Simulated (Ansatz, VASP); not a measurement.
Two plane-wave programs on CdSe

Contents of INCAR:

```
PREC = Accurate
ENCUT = 600
EDIFF = 1E-6
ISMEAR = 0
SIGMA = 0.01
LREAL = F
LASPH = T
NELM = 100
ALGO = Normal
ISIF = 3
LWAVE = F
LCHARG = F
GGA = PS
IBRION = 2
NSW = 80
EDIFFG = -0.01
```

KPOINTS

```
Automatic mesh
0
Gamma
  6 6 6
```

The input POSCAR:

```
CdSe
1.0
    0.0000000000      3.0702712000      3.0702712000
    3.0702712000      0.0000000000      3.0702712000
    3.0702712000      3.0702712000      0.0000000000
Cd Se
1 1
Direct
    0.0000000000      0.0000000000      0.0000000000
    0.7500000000      0.7500000000      0.7500000000
```

Input for Ansatz:

```yaml
crystal:
  lattice:
    - [0.0, 3.0702712, 3.0702712]
    - [3.0702712, 0.0, 3.0702712]
    - [3.0702712, 3.0702712, 0.0]
  atoms:
    - { symbol: Cd, position: [0.0, 0.0, 0.0] }
    - { symbol: Se, position: [0.75, 0.75, 0.75] }
basis:
  ecutwfc: 550.0
kpoints:
  mp_grid:
    grid: [6, 6, 6]
hamiltonian:
  xc: pbesol
  dispersion: none
scf:
  convergence:
    dr2_threshold: 1.0e-09
  occupations:
    method: fixed
relax:
  cell: {}
```

Alike in both runs: task relaxation of cell and atoms; functional PBEsol; k mesh 6 × 6 × 6; no spin polarisation.

|  | VASP | Ansatz |
| --- | --- | --- |
| version | VASP 6.6.1 | Ansatz 0.2.0 |
| potentials or method | VASP PAW PBE potentials, release 64 (Cd, Se), cutoff 600 eV | plane waves, PAW |
| occupations | gaussian, width 0.01 eV | fixed |
| valence electrons in the cell | 18 | 36 |

|  | VASP | Ansatz | Ansatz less VASP |
| --- | --- | --- | --- |
| relaxed volume (Å³/atom) | 28.28 | 28.14 | -0.138 |
| relaxed cell length with the largest relative difference (Å) | 4.308 | 4.301 | -0.0070 |

VASP's potentials were made for PBE, not for PBEsol. VASP's potentials hold 18 valence electrons a cell and Ansatz's 36, so a difference there can come from the potentials and not from the codes. Ansatz's warnings: stress scf threshold loose.
